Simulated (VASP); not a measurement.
# FeCo (Pm-3m) in VASP: notebook, part 2 of 2

VASP 6.6.1.

## 5. Single point, PBEsol, collinear spin, ferromagnetic start

This run uses another cell than the first one, of 11.16 Å³/atom, 1.050 times its volume.

File INCAR:

```
SYSTEM = FeCo
PREC     = Accurate       ! precision mode
ENCUT    = 600            ! plane-wave cutoff, eV
EDIFF    = 1E-6           ! SCF threshold, eV
ISMEAR   = 0              ! smearing method
SIGMA    = 0.1            ! smearing width, eV
LREAL    = .FALSE.        ! projectors in reciprocal space
LASPH    = .TRUE.         ! aspherical terms in the spheres
NELM     = 200            ! most SCF steps
ALGO     = Normal         ! electronic algorithm
ISIF     = 2              ! what is computed and relaxed
LWAVE    = .FALSE.        ! write WAVECAR
LCHARG   = .TRUE.         ! write CHGCAR
ISPIN    = 2              ! spin polarisation
MAGMOM   = 3.02 2         ! initial moments
LORBIT   = 11             ! projections on sites
LMAXMIX  = 4              ! l up to which the mixer works
GGA      = PS             ! functional
LELF     = .TRUE.         ! ELF
LVHAR    = .TRUE.       
NBANDS   = 20             ! bands
GGA_COMPAT= .FALSE.
```

File KPOINTS:

```
Automatic mesh
0
G
  14 14 14
  0 0 0
```

File POSCAR:

```
FeCo
1.0
    2.8152390100      0.0000000000      0.0000000000
    0.0000000000      2.8152390100      0.0000000000
    0.0000000000      0.0000000000      2.8152390100
Fe Co
1 1
Direct
    0.0000000000      0.0000000000      0.0000000000
    0.5000000000      0.5000000000      0.5000000000
```

Potentials or basis: VASP PAW PBE potentials, release 64 (Fe, Co).

On the command line:

```console
$ cat potpaw_PBE.64/Fe/POTCAR potpaw_PBE.64/Co/POTCAR > POTCAR
$ mpirun -np 1 vasp_std > vasp.out
```

OUTCAR:

```text
SYSTEM = FeCo
   PREC = Accurate
   ENCUT = 600
   EDIFF = 1E-6
   ISMEAR = 0
   LREAL = .FALSE.
   LASPH = .TRUE.
   NELM = 200
   ISIF = 2
   ISPIN = 2
   LORBIT = 11
   GGA = PS

 ion  position               nearest neighbor table
   1  0.000  0.000  0.000-   2 2.44   2 2.44   2 2.44   2 2.44   2 2.44   2 2.44   2 2.44   2 2.44

   2  0.500  0.500  0.500-   1 2.44   1 2.44   1 2.44   1 2.44   1 2.44   1 2.44   1 2.44   1 2.44

  LATTYP: Found a simple cubic cell.
 ALAT       =     2.8152390100

  Lattice vectors:

 A1 = (   2.8152390100,   0.0000000000,   0.0000000000)
 A2 = (   0.0000000000,   2.8152390100,   0.0000000000)
 A3 = (   0.0000000000,   0.0000000000,   2.8152390100)

Analysis of symmetry for initial positions (statically):
=====================================================================
 Subroutine PRICEL returns:
 Original cell was already a primitive cell.

 Routine SETGRP: Setting up the symmetry group for a
 simple cubic supercell.

 Subroutine GETGRP returns: Found 48 space group operations
 (whereof 48 operations were pure point group operations)
 out of a pool of 48 trial point group operations.

The static configuration has the point symmetry O_h .

Analysis of symmetry for dynamics (positions and initial velocities):
=====================================================================
 Subroutine PRICEL returns:
 Original cell was already a primitive cell.

 Routine SETGRP: Setting up the symmetry group for a
 simple cubic supercell.

 Subroutine GETGRP returns: Found 48 space group operations
 (whereof 48 operations were pure point group operations)
 out of a pool of 48 trial point group operations.

The dynamic configuration has the point symmetry O_h .

Analysis of structural, dynamic, and magnetic symmetry:
=====================================================================
 Subroutine PRICEL returns:
 Original cell was already a primitive cell.

 Routine SETGRP: Setting up the symmetry group for a
 simple cubic supercell.

 Subroutine GETGRP returns: Found 48 space group operations
 (whereof 48 operations were pure point group operations)
 out of a pool of 48 trial point group operations.

The overall configuration has the point symmetry O_h .

 Subroutine INISYM returns: Found 48 space group operations
 (whereof 48 operations are pure point group operations),
 and found     1 'primitive' translations

----------------------------------------------------------------------------------------

                                     Primitive cell

  volume of cell :      22.3124

  direct lattice vectors                    reciprocal lattice vectors
     2.815239010  0.000000000  0.000000000     0.355209627  0.000000000  0.000000000
     0.000000000  2.815239010  0.000000000     0.000000000  0.355209627  0.000000000
     0.000000000  0.000000000  2.815239010     0.000000000  0.000000000  0.355209627

  length of vectors
     2.815239010  2.815239010  2.815239010     0.355209627  0.355209627  0.355209627

  position of ions in fractional coordinates (direct lattice)
     0.000000000  0.000000000  0.000000000
     0.500000000  0.500000000  0.500000000

  ion indices of the primitive-cell ions
   primitive index   ion index
                 1           1
                 2           2

[... 62 lines left out ...]
   PREC   = accura    normal or accurate (medium, high low for compatibility)
   ISTART =      0    job   : 0-new  1-cont  2-samecut
   ICHARG =      2    charge: 1-file 2-atom 10-const
   ISPIN  =      2    spin polarized calculation?
   LNONCOLLINEAR =      F non collinear calculations
   LSORBIT =      F    spin-orbit coupling
   LASPH  =      T    aspherical Exc in radial PAW
   ENCUT  =  600.0 eV  44.10 Ry    6.64 a.u.   5.62  5.62  5.62*2*pi/ulx,y,z
   NELM   =    200;   NELMIN=  2; NELMDL= -5     # of ELM steps
   EDIFF  = 0.1E-05   stopping-criterion for ELM
   LREAL  =      F    real-space projection
   EDIFFG = 0.1E-04   stopping-criterion for IOM
   NSW    =      0    number of steps for IOM
   IBRION =     -1    ionic relax: 0-MD 1-quasi-New 2-CG
   NFREE  =      0    steps in history (QN), initial steepest desc. (CG)
   ISIF   =      2    stress and relaxation
   ISYM   =      2    0-nonsym 1-usesym 2-fastsym
   POTIM  = 0.5000    time-step for ionic-motion
   TEBEG  =    0.0;   TEEND  =   0.0 temperature during run
   PSTRESS=    0.0 pullay stress
   NELECT =      17.0000    total number of electrons
   NUPDOWN=      -1.0000    fix difference up-down
   EMIN   =  10.00;   EMAX   =-10.00  energy-range for DOS
   EFERMI =   0.00;   METHOD = LEGACY
   ISMEAR =     0;   SIGMA  =   0.10  broadening in eV -4-tet -1-fermi 0-gaus
   EFERMI_NEDOS =   21; number of points for ismear=-14 and -15
   IALGO  =     38    algorithm
   IMIX   =      4    mixing-type and parameters
     AMIX     =   0.40;   BMIX     =  1.00
     AMIX_MAG =   1.60;   BMIX_MAG =  1.00
  volume/ion in A,a.u.               =      11.16        75.29
  Fermi-wavevector in a.u.,A,eV,Ry     =   1.495234  2.825583 30.418886  2.235725
  Thomas-Fermi vector in A             =   2.607405
   LORBIT       =     11    0 simple, 1 ext, 2 COOP (PROOUT), +10 PAW based schemes
   GGA     = PS    functional components
   LHFCALC =     F    Hartree Fock is set to
   AEXX    =    0.0000 exact exchange contribution
   IVDW    =     0    specifies the selected vdW correction
   LEPSILON=     F    determine dielectric tensor
   LRPA    =     F    only Hartree local field effects (RPA)
 spin polarized calculation
 Gauss-broadening in eV      SIGMA  =   0.10
  energy-cutoff  :      600.00
  volume of cell :       22.31
 maximum number of plane-waves:       768
 NGX is ok and might be reduce to    24
   NGX = 11   NGY = 11   NGZ = 11

 number of electron      17.0000004 magnetization       4.5021699

 Free energy of the ion-electron system (eV)
  ---------------------------------------------------
  ext. energy  EPLUGINS =         0.00000000
  ---------------------------------------------------
  free energy    TOTEN  =       -16.70903373 eV

  energy without entropy =      -16.70166388  energy(sigma->0) =      -16.70534881

 E-fermi :   8.2866     XC(G=0): -13.3924

 val. band max:        8.2849159560   @ k =   0.5000   0.2857   0.0714
 cond. band min:       8.2991838347   @ k =   0.2857   0.2143   0.0000
 fundamental gap:      0.0142678786
 Fermi energy:         8.2865999963

 spin component 1

 k-point     1 :       0.0000    0.0000    0.0000
  band No.  band energies     occupation
      1      -0.9911      1.00000
      2       2.7397      1.00000
      3       2.7397      1.00000
      4       5.1430      1.00000
      5       5.1430      1.00000
      6       5.1430      1.00000
[... 541 lines left out ...]
     19      31.3897      0.00000
     20      33.8835      0.00000

 [... further k-points ...]

 spin component 2

 k-point     1 :       0.0000    0.0000    0.0000
  band No.  band energies     occupation
      1      -0.7368      1.00000
      2       4.5604      1.00000
      3       4.5605      1.00000
      4       7.0805      1.00000
      5       7.0805      1.00000
      6       7.0805      1.00000
[... 541 lines left out ...]
     19      31.8433      0.00000
     20      34.4302      0.00000

 [... further k-points ...]
[... 5 lines left out ...]
  --------------------------------------------------------------------------------------
  -------------------------------------------------------------------------------------
  Total       -0.4622092     -0.4622092     -0.4622092     -0.0000000     -0.0000000      0.0000000
  in kB      -33.1896992    -33.1896992    -33.1896992     -0.0000000     -0.0000000      0.0000000
  external PRESSURE =     -33.1896992 kB  Pullay stress =       0.0000000 kB

 VOLUME and BASIS-vectors are now :
 -----------------------------------------------------------------------------
  energy-cutoff  :      600.00
  volume of cell :       22.31
      direct lattice vectors                 reciprocal lattice vectors
     2.815239010  0.000000000  0.000000000     0.355209627  0.000000000  0.000000000
     0.000000000  2.815239010  0.000000000     0.000000000  0.355209627  0.000000000
     0.000000000  0.000000000  2.815239010     0.000000000  0.000000000  0.355209627

 POSITION                                       TOTAL-FORCE (eV/Angst)
 -----------------------------------------------------------------------------------
      0.00000      0.00000      0.00000         0.000000      0.000000      0.000000
      1.40762      1.40762      1.40762         0.000000      0.000000      0.000000
 -----------------------------------------------------------------------------------
    total drift:                                0.000000      0.000000     -0.000000

  FREE ENERGIE OF THE ION-ELECTRON SYSTEM (eV)
  ---------------------------------------------------
  free  energy   TOTEN  =       -16.7090337340 eV

  energy  without entropy=      -16.7016638766  energy(sigma->0) =      -16.70534881

 total charge

# of ion       s       p       d       tot
------------------------------------------
    1        0.488   0.557   6.175   7.220
    2        0.496   0.539   7.256   8.291
--------------------------------------------------
tot          0.984   1.096  13.431  15.512

 magnetization (x)

# of ion       s       p       d       tot
------------------------------------------
    1       -0.001  -0.038   2.779   2.740
    2       -0.009  -0.045   1.808   1.754
--------------------------------------------------
tot         -0.010  -0.084   4.587   4.493
```

Wall time 46 s (1 thread of AMD EPYC 9R45 (Zen 5), shared host); peak memory 0.2 GiB.

Results:

```
Free energy                                           : -16.7090 eV
Pressure                                              : -3.3 GPa
Net moment                                            : 4.50 μB per cell
Site moments                                          : Fe +2.74; Co +1.75 μB
Valence electrons inside the program's atomic spheres : Fe 7.22; Co 8.29
```

Caveat: the PAW data sets were made with another functional, which shifts forces and pressure a little.

## 6. Overview

| cell | gap on the mesh (eV) | pressure (GPa) | moment (μB) |
| --- | --- | --- | --- |
| a = 2.770 Å, 2 atoms | none | 7.3 | 4.40 |
| a = 2.789 Å, 2 atoms | none | 2.4 | 4.45 |
| a = 2.802 Å, 2 atoms | none | -0.4 | 4.48 |
| a = 2.815 Å, 2 atoms | none | -3.3 | 4.50 |

Alike in all rows: task single point; level PBEsol; potentials or basis VASP PAW PBE potentials, release 64 (Fe, Co); spin collinear, ferromagnetic start; k mesh 14 × 14 × 14; cutoff (eV) 600; smearing gaussian 0.1 eV.

Caveats: the PAW data sets were made with another functional, which shifts forces and pressure a little.

Total energies depend on the potentials used, so only differences within one code and one set of settings carry meaning.
